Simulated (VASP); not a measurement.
Here is a VASP 6.6.1 calculation.

File INCAR:

```
PREC = Accurate ; ENCUT = 600
EDIFF = 1E-6 ; ISMEAR = -1
SIGMA = 0.1 ; LREAL = False
LASPH = True ; NELM = 60
ALGO = Normal ; ISIF = 3
LWAVE = False ; LCHARG = False
GGA = PS ; IBRION = 2
NSW = 80 ; EDIFFG = -0.01
PSTRESS = 400.0
```

Contents of KPOINTS:

```
regular mesh
0
Gamma
  8 8 5
```

The input POSCAR:

```
As
1.0
    3.1200000000      0.0000000000      0.0000000000
   -1.5600000000      2.7019992598      0.0000000000
    0.0000000000      0.0000000000      5.0949600000
As
2
Direct
    0.3333333333      0.6666666667      0.2500000000
    0.6666666667      0.3333333333      0.7500000000
```

Potentials or basis: VASP PAW PBE potentials, release 64 (As).

Command:

```sh
$ cat potpaw_PBE.64/As/POTCAR > POTCAR
$ mpirun -np 1 vasp_std > vasp.out
```

Question: Predict the band gap on the k mesh.

Answer: Zero (band 5 reaches 16.27 eV, above the bottom of band 6 at 6.71 eV).

Question: Predict the relaxed volume.

Answer: 14.29 Å³/atom.

Final structure:
```
CELL_PARAMETERS angstrom
2.74695 0.00000 0.00000
-1.37347 2.37893 0.00000
0.00000 0.00000 4.37342
ATOMIC_POSITIONS crystal
As 0.33333 0.66667 0.25000
As 0.66667 0.33333 0.75000
```

Caveat: the cell is relaxed towards a set pressure, so the enthalpy falls and the energy may rise; the volume moved by over 15 % at a fixed basis, so the end points are rough; the PAW data sets were made with another functional, which shifts forces and pressure a little.
